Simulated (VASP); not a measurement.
Input of a VASP 6.6.1 run:

The input INCAR:

```
SYSTEM = SiO2
PREC = Accurate ; ENCUT = 520
EDIFF = 1E-6 ; ISMEAR = -1
SIGMA = 0.03 ; LREAL = .FALSE.
LASPH = .TRUE. ; NELM = 100
ALGO = Normal ; ISIF = 2
LWAVE = .FALSE. ; LCHARG = .FALSE.
GGA = PE ; NBANDS = 25
```

File KPOINTS:

```
regular mesh
0
G
  6 6 9
  0 0 0
```

POSCAR

```
SiO2
1.0
    4.2351076239      0.0000000000      0.0000000000
    0.0000000000      4.2351076239      0.0000000000
    0.0000000000      0.0000000000      2.7029066575
Si O
2 4
Direct
    0.0000000000      0.0000000000      0.0000000000
    0.5000000000      0.5000000000      0.5000000000
    0.3067000000      0.3067000000      0.0000000000
    0.1933000000      0.8067000000      0.5000000000
    0.6933000000      0.6933000000      0.0000000000
    0.8067000000      0.1933000000      0.5000000000
```

Potentials or basis: VASP PAW PBE potentials, release 64 (Si, O).

The run is started by

```sh
$ cat potpaw_PBE.64/Si/POTCAR potpaw_PBE.64/O/POTCAR > POTCAR
$ mpirun -np 1 vasp_std > vasp.out
```

Problem. Predict the largest force.

Solution. 0.028 eV/Å.

Problem. Predict the pressure.

Solution. -1.5 GPa.

Problem. Predict the band gap on the k mesh.

Solution. 4.92 eV.

Forces on the atoms (eV/Å):
```
Si   0.000  0.000  0.000
Si   0.000  0.000  0.000
O    0.020  0.020  0.000
O   -0.020  0.020  0.000
O   -0.020 -0.020  0.000
O    0.020 -0.020  0.000
```

A k mesh can miss the band edges.
